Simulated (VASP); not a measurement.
# CuO (Cc) in VASP: notebook, part 2 of 2

VASP 6.6.1. Earlier steps stand in the parts before.

## Step 4: Single point, PBEsol

INCAR

```
SYSTEM = CuO
PREC     = Accurate       ! precision mode
ENCUT    = 520            ! plane-wave cutoff, eV
EDIFF    = 1E-6           ! SCF threshold, eV
ISMEAR   = -1             ! smearing method
SIGMA    = 0.05           ! smearing width, eV
LREAL    = .FALSE.        ! projectors in reciprocal space
LASPH    = .TRUE.         ! aspherical terms in the spheres
NELM     = 80             ! most SCF steps
ALGO     = Fast           ! electronic algorithm
ISIF     = 2              ! what is computed and relaxed
LWAVE    = .FALSE.        ! write WAVECAR
LCHARG   = .FALSE.        ! write CHGCAR
GGA      = PS             ! functional
NBANDS   = 25             ! bands
```

KPOINTS

```
regular mesh
0
G
  16 16 8
  0 0 0
```

POSCAR

```
CuO
1.0
    2.3446500000     -1.7134000000      0.0000000000
    2.3446500000      1.7134000000      0.0000000000
   -0.8605500000      0.0000000000      5.0594400000
Cu O
2 2
Direct
    0.0032000000      0.4968000000      0.0000000000
    0.4968000000      0.0032000000      0.5000000000
    0.5714000000      0.4056000000      0.2537000000
    0.4056000000      0.5714000000      0.7537000000
```

Potentials or basis: VASP PAW PBE potentials, release 64 (Cu, O).

Started as:

```sh
$ cat potpaw_PBE.64/Cu/POTCAR potpaw_PBE.64/O/POTCAR > POTCAR
$ mpirun -np 1 vasp_std > vasp.out
```

OUTCAR:

```text
SYSTEM = CuO
   PREC = Accurate
   ENCUT = 520
   EDIFF = 1E-6
   ISMEAR = -1
   LREAL = .FALSE.
   LASPH = .TRUE.
   NELM = 80
   ISIF = 2
   GGA = PS

 ion  position               nearest neighbor table
   1  0.003  0.497  0.000-   4 1.91   3 1.93   4 1.98   3 2.02
   2  0.497  0.003  0.500-   3 1.91   4 1.93   3 1.98   4 2.02
   3  0.571  0.406  0.254-   2 1.91   1 1.93   2 1.98   1 2.02
   4  0.406  0.571  0.754-   1 1.91   2 1.93   1 1.98   2 2.02

  LATTYP: Found a base centered monoclinic cell.
 ALAT       =     4.6893000000
 B/A-ratio  =     0.7307700510
 C/A-ratio  =     1.0944283424
 COS(beta)  =    -0.1676798048

  Lattice vectors:

 A1 = (   2.3446500000,  -1.7134000000,   0.0000000000)
 A2 = (   2.3446500000,   1.7134000000,   0.0000000000)
 A3 = (  -0.8605500000,   0.0000000000,   5.0594400000)

Analysis of symmetry for initial positions (statically):
=====================================================================
 Subroutine PRICEL returns:
 Original cell was already a primitive cell.

 Routine SETGRP: Setting up the symmetry group for a
 base centered monoclinic supercell.

 Subroutine GETGRP returns: Found  2 space group operations
 (whereof  1 operations were pure point group operations)
 out of a pool of  4 trial point group operations.

The static configuration has the point symmetry C_1 .
 The point group associated with its full space group is C_1h.

Analysis of symmetry for dynamics (positions and initial velocities):
=====================================================================
 Subroutine PRICEL returns:
 Original cell was already a primitive cell.

 Routine SETGRP: Setting up the symmetry group for a
 base centered monoclinic supercell.

 Subroutine GETGRP returns: Found  2 space group operations
 (whereof  1 operations were pure point group operations)
 out of a pool of  4 trial point group operations.

[... 117 lines left out ...]
   NUPDOWN=      -1.0000    fix difference up-down
   EMIN   =  10.00;   EMAX   =-10.00  energy-range for DOS
   EFERMI =   0.00;   METHOD = LEGACY
   ISMEAR =    -1;   SIGMA  =   0.05  broadening in eV -4-tet -1-fermi 0-gaus
   EFERMI_NEDOS =   21; number of points for ismear=-14 and -15
   IALGO  =     68    algorithm
   IMIX   =      4    mixing-type and parameters
     AMIX     =   0.40;   BMIX     =  1.00
     AMIX_MAG =   1.60;   BMIX_MAG =  1.00
  volume/ion in A,a.u.               =      10.16        68.58
  Fermi-wavevector in a.u.,A,eV,Ry     =   1.542451  2.914810 32.370373  2.379155
  Thomas-Fermi vector in A             =   2.648254
   LORBIT       =      0    0 simple, 1 ext, 2 COOP (PROOUT), +10 PAW based schemes
   GGA     = PS    functional components
   LHFCALC =     F    Hartree Fock is set to
   AEXX    =    0.0000 exact exchange contribution
   IVDW    =     0    specifies the selected vdW correction
   LEPSILON=     F    determine dielectric tensor
   LRPA    =     F    only Hartree local field effects (RPA)
 non-spin polarized calculation
 RMM-DIIS sequential band-by-band and
  energy-cutoff  :      520.00
  volume of cell :       40.65
 maximum number of plane-waves:      1129
 NGX is ok and might be reduce to    24
   NGX = 11   NGY = 11   NGZ = 19

 number of electron      33.9999999 magnetization

 Free energy of the ion-electron system (eV)
  ---------------------------------------------------
  ext. energy  EPLUGINS =         0.00000000
  ---------------------------------------------------
  free energy    TOTEN  =       -21.30537301 eV

  energy without entropy =      -21.28729147  energy(sigma->0) =      -21.29633224

 E-fermi :   5.5119     XC(G=0): -12.1684

 val. band max:        5.5105714536   @ k =  -0.3125   0.0625   0.2500
 cond. band min:       5.5152777369   @ k =  -0.2500   0.3125   0.3750
 fundamental gap:      0.0047062832
 Fermi energy:         5.5119011209

 k-point     1 :       0.0000    0.0000    0.0000
  band No.  band energies     occupation
      1     -14.3307      2.00000
      2     -12.9848      2.00000
      3      -2.6743      2.00000
      4      -0.0466      2.00000
      5       0.3186      2.00000
      6       2.1245      2.00000
[... 661 lines left out ...]
     24      20.8600      0.00000
     25      22.2609      0.00000

 [... further k-points ...]
[... 5 lines left out ...]
  --------------------------------------------------------------------------------------
  -------------------------------------------------------------------------------------
  Total       -0.5866700     -0.0089545     -0.8719778      0.0000000      0.0000000     -0.2805261
  in kB      -23.1225249     -0.3529245    -34.3674084      0.0000000      0.0000000    -11.0564209
  external PRESSURE =     -19.2809526 kB  Pullay stress =       0.0000000 kB

 VOLUME and BASIS-vectors are now :
 -----------------------------------------------------------------------------
  energy-cutoff  :      520.00
  volume of cell :       40.65
      direct lattice vectors                 reciprocal lattice vectors
     2.344650000 -1.713400000  0.000000000     0.213251445 -0.291817439  0.036271510
     2.344650000  1.713400000  0.000000000     0.213251445  0.291817439  0.036271510
    -0.860550000  0.000000000  5.059440000     0.000000000  0.000000000  0.197650333

 POSITION                                       TOTAL-FORCE (eV/Angst)
 -----------------------------------------------------------------------------------
      1.17233      0.84573      0.00000        -0.616390      0.335151      0.237075
      0.74205     -0.84573      2.52972        -0.616390     -0.335151      0.237075
      2.07240     -0.28408      1.28358         0.616390      0.369798     -0.237075
      1.64213      0.28408      3.81330         0.616390     -0.369798     -0.237075
 -----------------------------------------------------------------------------------
    total drift:                               -0.000562      0.000000     -0.000137

  FREE ENERGIE OF THE ION-ELECTRON SYSTEM (eV)
  ---------------------------------------------------
  free  energy   TOTEN  =       -21.3053730120 eV

  energy  without entropy=      -21.2872914669  energy(sigma->0) =      -21.29633224
```

OSZICAR:

```text
N       E                     dE             d eps       ncg     rms          rms(c)
DAV:   1     0.291486971901E+03    0.29149E+03   -0.16384E+04 29508   0.215E+03
DAV:   2     0.870695103384E+01   -0.28278E+03   -0.26070E+03 28255   0.395E+02
DAV:   3    -0.261024906006E+02   -0.34809E+02   -0.32883E+02 34428   0.154E+02
DAV:   4    -0.272660489800E+02   -0.11636E+01   -0.11575E+01 34233   0.301E+01
DAV:   5    -0.272870435171E+02   -0.20995E-01   -0.20983E-01 36219   0.360E+00    0.174E+01
RMM:   6    -0.250034394578E+02    0.22836E+01   -0.37619E+01 32806   0.838E+01    0.139E+01
RMM:   7    -0.213563799673E+02    0.36471E+01   -0.10767E+01 32024   0.436E+01    0.260E+00
RMM:   8    -0.213320055929E+02    0.24374E-01   -0.33438E-01 37180   0.436E+00    0.157E+00
RMM:   9    -0.213169531035E+02    0.15052E-01   -0.86235E-02 37445   0.320E+00    0.864E-01
RMM:  10    -0.213050388979E+02    0.11914E-01   -0.40245E-02 37304   0.184E+00    0.207E-01
RMM:  11    -0.213050279598E+02    0.10938E-04   -0.93539E-03 36080   0.105E+00    0.798E-02
RMM:  12    -0.213053530604E+02   -0.32510E-03   -0.37880E-03 39714   0.425E-01    0.369E-02
RMM:  13    -0.213053598572E+02   -0.67968E-05   -0.42182E-04 35383   0.240E-01    0.203E-02
RMM:  14    -0.213053724112E+02   -0.12554E-04   -0.20600E-04 37580   0.112E-01    0.854E-03
RMM:  15    -0.213053734931E+02   -0.10819E-05   -0.22162E-05 35221   0.379E-02    0.577E-03
RMM:  16    -0.213053730120E+02    0.48106E-06   -0.28658E-06 26664   0.213E-02
   1 F= -.21305373E+02 E0= -.21296332E+02  d E =-.180815E-01
```

Wall time 13 min (1 thread of Oxide Virtual Turin-like, shared host); peak memory 0.5 GiB.

Results:

```
Free energy            : -21.3054 eV
Pressure               : -1.9 GPa
Largest force          : 0.757 eV/Å
Band gap on the k mesh : zero (bands 17 and 18 overlap by 0.73 eV)
```

Forces on the atoms (eV/Å):
```
Cu  -0.616  0.335  0.237
Cu  -0.616 -0.335  0.237
O    0.616  0.370 -0.237
O    0.616 -0.370 -0.237
```

Caveat: the PAW data sets were made with another functional, which shifts forces and pressure a little; semilocal functionals often make such compounds metallic where correlation or magnetic order opens a gap, which also shifts bond lengths.

## Step 5: Single point, PBEsol

INCAR

```
SYSTEM = CuO
ALGO = Fast ; EDIFF = 1E-6
ENCUT = 520 ; GGA = PS
ISIF = 2 ; ISMEAR = 0
LASPH = .TRUE. ; LCHARG = .TRUE.
LELF = .TRUE. ; LREAL = .FALSE.
LVHAR = .TRUE. ; LWAVE = .FALSE.
NBANDS = 25 ; NELM = 80
PREC = Accurate ; SIGMA = 0.1
```

KPOINTS

```
k-points
0
G
  22 22 12
  0 0 0
```

POSCAR is that of step 4.

Potentials or basis: VASP PAW PBE potentials, release 64 (Cu, O).

Started as:

```sh
$ cat potpaw_PBE.64/Cu/POTCAR potpaw_PBE.64/O/POTCAR > POTCAR
$ mpirun -np 1 vasp_std > vasp.out
```

OUTCAR:

```text
SYSTEM = CuO
   EDIFF = 1E-6
   ENCUT = 520
   GGA = PS
   ISIF = 2
   ISMEAR = 0
   LASPH = .TRUE.
   LREAL = .FALSE.
   NELM = 80
   PREC = Accurate

 ion  position               nearest neighbor table
   1  0.003  0.497  0.000-   4 1.91   3 1.93   4 1.98   3 2.02
   2  0.497  0.003  0.500-   3 1.91   4 1.93   3 1.98   4 2.02
   3  0.571  0.406  0.254-   2 1.91   1 1.93   2 1.98   1 2.02
   4  0.406  0.571  0.754-   1 1.91   2 1.93   1 1.98   2 2.02

  LATTYP: Found a base centered monoclinic cell.
 ALAT       =     4.6893000000
 B/A-ratio  =     0.7307700510
 C/A-ratio  =     1.0944283424
 COS(beta)  =    -0.1676798048

  Lattice vectors:

 A1 = (   2.3446500000,  -1.7134000000,   0.0000000000)
 A2 = (   2.3446500000,   1.7134000000,   0.0000000000)
 A3 = (  -0.8605500000,   0.0000000000,   5.0594400000)

Analysis of symmetry for initial positions (statically):
=====================================================================
 Subroutine PRICEL returns:
 Original cell was already a primitive cell.

 Routine SETGRP: Setting up the symmetry group for a
 base centered monoclinic supercell.

 Subroutine GETGRP returns: Found  2 space group operations
 (whereof  1 operations were pure point group operations)
 out of a pool of  4 trial point group operations.

The static configuration has the point symmetry C_1 .
 The point group associated with its full space group is C_1h.

Analysis of symmetry for dynamics (positions and initial velocities):
=====================================================================
 Subroutine PRICEL returns:
 Original cell was already a primitive cell.

 Routine SETGRP: Setting up the symmetry group for a
 base centered monoclinic supercell.

 Subroutine GETGRP returns: Found  2 space group operations
 (whereof  1 operations were pure point group operations)
 out of a pool of  4 trial point group operations.

[... 117 lines left out ...]
   NUPDOWN=      -1.0000    fix difference up-down
   EMIN   =  10.00;   EMAX   =-10.00  energy-range for DOS
   EFERMI =   0.00;   METHOD = LEGACY
   ISMEAR =     0;   SIGMA  =   0.10  broadening in eV -4-tet -1-fermi 0-gaus
   EFERMI_NEDOS =   21; number of points for ismear=-14 and -15
   IALGO  =     68    algorithm
   IMIX   =      4    mixing-type and parameters
     AMIX     =   0.40;   BMIX     =  1.00
     AMIX_MAG =   1.60;   BMIX_MAG =  1.00
  volume/ion in A,a.u.               =      10.16        68.58
  Fermi-wavevector in a.u.,A,eV,Ry     =   1.542451  2.914810 32.370373  2.379155
  Thomas-Fermi vector in A             =   2.648254
   LORBIT       =      0    0 simple, 1 ext, 2 COOP (PROOUT), +10 PAW based schemes
   GGA     = PS    functional components
   LHFCALC =     F    Hartree Fock is set to
   AEXX    =    0.0000 exact exchange contribution
   IVDW    =     0    specifies the selected vdW correction
   LEPSILON=     F    determine dielectric tensor
   LRPA    =     F    only Hartree local field effects (RPA)
 non-spin polarized calculation
 RMM-DIIS sequential band-by-band and
 Gauss-broadening in eV      SIGMA  =   0.10
  energy-cutoff  :      520.00
  volume of cell :       40.65
 maximum number of plane-waves:      1129
 NGX is ok and might be reduce to    24
   NGX = 11   NGY = 11   NGZ = 19

 number of electron      33.9999999 magnetization

 Free energy of the ion-electron system (eV)
  ---------------------------------------------------
  ext. energy  EPLUGINS =         0.00000000
  ---------------------------------------------------
  free energy    TOTEN  =       -21.30203141 eV

  energy without entropy =      -21.29120221  energy(sigma->0) =      -21.29661681

 E-fermi :   5.5132     XC(G=0): -12.1684

 val. band max:        5.5129443849   @ k =   0.3182   0.1818   0.2500
 cond. band min:       5.5141004775   @ k =   0.1364   0.0455   0.0833
 fundamental gap:      0.0011560926
 Fermi energy:         5.5132398659

 k-point     1 :       0.0000    0.0000    0.0000
  band No.  band energies     occupation
      1     -14.3312      2.00000
      2     -12.9853      2.00000
      3      -2.6744      2.00000
      4      -0.0468      2.00000
      5       0.3186      2.00000
      6       2.1250      2.00000
[... 661 lines left out ...]
     24      17.9711      0.00000
     25      20.7206      0.00000

 [... further k-points ...]
[... 5 lines left out ...]
  --------------------------------------------------------------------------------------
  -------------------------------------------------------------------------------------
  Total       -0.5827471     -0.0109683     -0.8726121      0.0000000      0.0000000     -0.2871745
  in kB      -22.9679095     -0.4322944    -34.3924099      0.0000000      0.0000000    -11.3184585
  external PRESSURE =     -19.2642046 kB  Pullay stress =       0.0000000 kB

 VOLUME and BASIS-vectors are now :
 -----------------------------------------------------------------------------
  energy-cutoff  :      520.00
  volume of cell :       40.65
      direct lattice vectors                 reciprocal lattice vectors
     2.344650000 -1.713400000  0.000000000     0.213251445 -0.291817439  0.036271510
     2.344650000  1.713400000  0.000000000     0.213251445  0.291817439  0.036271510
    -0.860550000  0.000000000  5.059440000     0.000000000  0.000000000  0.197650333

 POSITION                                       TOTAL-FORCE (eV/Angst)
 -----------------------------------------------------------------------------------
      1.17233      0.84573      0.00000        -0.615105      0.335642      0.236981
      0.74205     -0.84573      2.52972        -0.615105     -0.335642      0.236981
      2.07240     -0.28408      1.28358         0.615105      0.370806     -0.236981
      1.64213      0.28408      3.81330         0.615105     -0.370806     -0.236981
 -----------------------------------------------------------------------------------
    total drift:                               -0.000585      0.000000     -0.000111

  FREE ENERGIE OF THE ION-ELECTRON SYSTEM (eV)
  ---------------------------------------------------
  free  energy   TOTEN  =       -21.3020314101 eV

  energy  without entropy=      -21.2912022083  energy(sigma->0) =      -21.29661681
```

OSZICAR:

```text
N       E                     dE             d eps       ncg     rms          rms(c)
DAV:   1     0.293242055580E+03    0.29324E+03   -0.16393E+04 81080   0.215E+03
DAV:   2     0.897013321203E+01   -0.28427E+03   -0.26210E+03 78307   0.397E+02
DAV:   3    -0.260809960615E+02   -0.35051E+02   -0.33105E+02 94891   0.155E+02
DAV:   4    -0.272586761528E+02   -0.11777E+01   -0.11715E+01 94436   0.304E+01
DAV:   5    -0.272802273247E+02   -0.21551E-01   -0.21542E-01100020   0.364E+00    0.174E+01
RMM:   6    -0.249931913285E+02    0.22870E+01   -0.37539E+01 90648   0.838E+01    0.139E+01
RMM:   7    -0.213529944839E+02    0.36402E+01   -0.10752E+01 88425   0.435E+01    0.260E+00
RMM:   8    -0.213286121818E+02    0.24382E-01   -0.33510E-01102708   0.436E+00    0.157E+00
RMM:   9    -0.213138306952E+02    0.14781E-01   -0.85758E-02103493   0.320E+00    0.870E-01
RMM:  10    -0.213017284385E+02    0.12102E-01   -0.40799E-02103143   0.185E+00    0.211E-01
RMM:  11    -0.213016837869E+02    0.44652E-04   -0.93404E-03 99539   0.105E+00    0.793E-02
RMM:  12    -0.213020116543E+02   -0.32787E-03   -0.37992E-03109471   0.429E-01    0.382E-02
RMM:  13    -0.213020172071E+02   -0.55529E-05   -0.45431E-04 97968   0.252E-01    0.208E-02
RMM:  14    -0.213020309921E+02   -0.13785E-04   -0.22036E-04104360   0.114E-01    0.898E-03
RMM:  15    -0.213020318903E+02   -0.89823E-06   -0.22322E-05 98386   0.383E-02    0.584E-03
RMM:  16    -0.213020314101E+02    0.48028E-06   -0.31023E-06 76212   0.224E-02
   1 F= -.21302031E+02 E0= -.21296617E+02  d E =-.108292E-01
```

Run time: 51 min. Hardware: 1 thread of Oxide Virtual Turin-like, shared host; peak memory 1.2 GiB.

What came out:

```
Free energy            : -21.3020 eV
Pressure               : -1.9 GPa
Largest force          : 0.756 eV/Å
Band gap on the k mesh : zero (bands 17 and 18 overlap by 0.72 eV)
```

Forces on the atoms (eV/Å):
```
Cu  -0.615  0.336  0.237
Cu  -0.615 -0.336  0.237
O    0.615  0.371 -0.237
O    0.615 -0.371 -0.237
```

Levels at points of the mesh, in eV from the Fermi level:
```
           k point  band 15  band 16  band 17  band 18  band 19  band 20
(0.00, 0.00, 0.00)    -2.12    -1.63     0.22     0.92     1.65     5.91
(0.50, 0.00, 0.00)    -1.47    -1.38    -0.04     0.28     4.80     6.21
(0.50, 0.50, 0.00)    -1.69    -1.21    -0.64     1.06     3.26     6.95
(0.00, 0.00, 0.50)    -1.45    -1.45     0.24     0.24     3.86     3.86
(0.50, 0.00, 0.50)    -1.73    -1.58    -0.09     0.74     5.05     6.47
(0.50, 0.50, 0.50)    -1.28    -1.28    -0.43    -0.43     5.13     5.13
```

Caveat: the PAW data sets were made with another functional, which shifts forces and pressure a little; semilocal functionals often make such compounds metallic where correlation or magnetic order opens a gap, which also shifts bond lengths.

## Step 6: The runs side by side

| k mesh | smearing | further INCAR settings | gap on the mesh (eV) | pressure (GPa) | largest force (eV/Å) |
| --- | --- | --- | --- | --- | --- |
| 16 × 16 × 8 | fermi-dirac 0.01 eV | ALGO = Fast; EDIFF = 1e-07; NBANDS = 25 | none | -2.0 | 0.76 |
| 16 × 16 × 8 | fermi-dirac 0.02 eV | ALGO = Fast; EDIFF = 1e-07; NBANDS = 25 | none | -2.0 | 0.76 |
| 16 × 16 × 8 | fermi-dirac 0.05 eV | ALGO = Fast; EDIFF = 1e-06; NBANDS = 25 | none | -1.9 | 0.76 |
| 22 × 22 × 12 | gaussian 0.1 eV | ALGO = Fast; EDIFF = 1e-06; NBANDS = 25 | none | -1.9 | 0.76 |

Alike in all rows: task single point; level PBEsol; potentials or basis VASP PAW PBE potentials, release 64 (Cu, O); no spin polarisation; cell as given; cutoff (eV) 520.

Caveats: the PAW data sets were made with another functional, which shifts forces and pressure a little; semilocal functionals often make such compounds metallic where correlation or magnetic order opens a gap, which also shifts bond lengths.

Total energies depend on the potentials used, so only differences within one code and one set of settings carry meaning.
